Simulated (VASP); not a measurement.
A run of VASP 6.6.1:

File INCAR:

```
SYSTEM = Ti4N3O
  PREC = Accurate
  ENCUT = 600
  EDIFF = 1E-6
  ISMEAR = 0
  SIGMA = 0.1
  LREAL = .False.
  LASPH = .True.
  NELM = 60
  ALGO = Normal
  ISIF = 3
  LWAVE = .False.
  LCHARG = .False.
  GGA = PE
  IBRION = 2
  NSW = 100
  EDIFFG = -0.01
```

File KPOINTS:

```
regular mesh
0
Gamma
  10 10 10
  0 0 0
```

Contents of POSCAR:

```
Ti4N3O
1.0
    4.2520555741      0.0000000000      0.0000000000
    0.0000000000      4.2520555741      0.0000000000
    0.0000000000      0.0000000000      4.2520555741
Ti N O
4 3 1
Direct
    0.0000000000      0.0000000000      0.0000000000
    0.5000000000      0.0000000000      0.5000000000
    0.0000000000      0.5000000000      0.5000000000
    0.5000000000      0.5000000000      0.0000000000
    0.0000000000      0.5000000000      0.0000000000
    0.5000000000      0.0000000000      0.0000000000
    0.0000000000      0.0000000000      0.5000000000
    0.5000000000      0.5000000000      0.5000000000
```

Potentials or basis: VASP PAW PBE potentials, release 64 (Ti_sv, N, O).

Command:

```sh
$ cat potpaw_PBE.64/Ti_sv/POTCAR potpaw_PBE.64/N/POTCAR potpaw_PBE.64/O/POTCAR > POTCAR
$ mpirun -np 1 vasp_std > vasp.out
```

Hardware: 1 thread of Intel Xeon 8259CL, on a shared host.

Q: How long does it take, and how much memory?

A: It took 13 min on 1 thread of Intel Xeon 8259CL, with other jobs on the host, peak memory 0.33 GiB. Counts: scf iterations 38, k points 56, ion steps 3.
